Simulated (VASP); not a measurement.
Na, 3 atoms in the cell. The structure is monoclinic, space group C2/m (No. 12). Conventional cell: a = 6.393 Å, b = 3.713 Å, c = 9.614 Å, α = 90.00°, β = 103.07°, γ = 90.00°. Within 4.9 Å of Na (site symmetry 2/m) lie 12 Na at 3.70 to 3.79 Å. Within 4.9 Å of Na (site symmetry m) lie 12 Na at 3.70 to 3.79 Å. 

* Program: VASP 6.6.1
* Task: single point
* Functional: PBEsol
* Potentials or basis: VASP PAW PBE potentials, release 64 (Na_pv)
* Cutoff: 520 eV
* k mesh: 7 × 7 × 3
* Occupations: gaussian, width 0.05 eV
* Spin: no spin polarisation
* Dipole correction: no
* Further INCAR settings: ALGO = Normal; EDIFF = 1e-07; NBANDS = 18

Potentials or basis: VASP PAW PBE potentials, release 64 (Na_pv).

The run is started by

```sh
$ cat potpaw_PBE.64/Na_pv/POTCAR > POTCAR
$ mpirun -np 1 vasp_std > vasp.out
```

Hardware: 1 thread of Intel Xeon 6975P-C, with other jobs on the host.

Estimate the wall time of this run.

Run time: 43 s on 1 thread of Intel Xeon 6975P-C, on a shared host, peak memory 0.24 GiB. Counts: scf iterations 11, k points 44.
